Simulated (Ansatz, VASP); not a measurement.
**One calculation of Sn3Se, two programs**

File INCAR:

```
SYSTEM = Sn3Se
PREC = Accurate
ENCUT = 520
EDIFF = 1E-6
ISMEAR = 0
SIGMA = 0.15
LREAL = .FALSE.
LASPH = .TRUE.
NELM = 100
ALGO = Normal
ISIF = 2
LWAVE = .FALSE.
LCHARG = .FALSE.
GGA = PS
NBANDS = 32
```

The input KPOINTS:

```
Automatic mesh
0
G
  12 12 12
  0 0 0
```

The input POSCAR:

```
Sn3Se
1.0
    0.0000000000      3.6581854746      3.6581854746
    3.6581854746      0.0000000000      3.6581854746
    3.6581854746      3.6581854746      0.0000000000
Sn Se
3 1
Direct
    0.2500000000      0.2500000000      0.2500000000
    0.7500000000      0.7500000000      0.7500000000
    0.4863320216      0.4863320216      0.5136679784
    0.0000000000      0.0000000000      0.0000000000
```

Input for Ansatz:

```yaml
crystal:
  lattice:
    - [0.0, 3.6581854746, 3.6581854746]
    - [3.6581854746, 0.0, 3.6581854746]
    - [3.6581854746, 3.6581854746, 0.0]
  atoms:
    - { symbol: Sn, position: [0.25, 0.25, 0.25] }
    - { symbol: Sn, position: [0.75, 0.75, 0.75] }
    - { symbol: Sn, position: [0.4863320216, 0.4863320216, 0.5136679784] }
    - { symbol: Se, position: [0.0, 0.0, 0.0] }
basis:
  ecutwfc: 420
kpoints:
  mp_grid: { grid: [12, 12, 12] }
hamiltonian:
  xc: pbesol
scf:
  occupations: { method: gaussian, width: 0.15 }
output:
  forces: true
  stress: true
  eigenvalues: true
```

Alike in both runs: task single point; functional PBEsol; k mesh 12 × 12 × 12; occupations gaussian, width 0.15 eV; no spin polarisation.

|  | VASP | Ansatz |
| --- | --- | --- |
| version | VASP 6.6.1 | Ansatz 0.2.0 |
| potentials or method | VASP PAW PBE potentials, release 64 (Sn_d, Se), cutoff 520 eV | scalar-relativistic, plane waves, PAW |
| valence electrons in the cell | 48 | 58 |

|  | VASP | Ansatz | Ansatz less VASP |
| --- | --- | --- | --- |
| gap on the k mesh at the Fermi level (eV) | none | none | - |
| pressure (GPa) | 0.2 | 0.2 | -0.03 |
| traceless stress, the component that is largest in VASP (GPa) | -0.08 | -0.08 | 0.000 |
| rms of the force components (eV/Å) | 0.102 | 0.102 | -0.0002 |

VASP's potentials were made for PBE, not for PBEsol. Atom by atom the forces differ by 0.000 eV/Å (rms over components). A gap of «none» marks a metal or a gap that the smearing closes. VASP's potentials hold 48 valence electrons a cell and Ansatz's 58, so a difference there can come from the potentials and not from the codes.
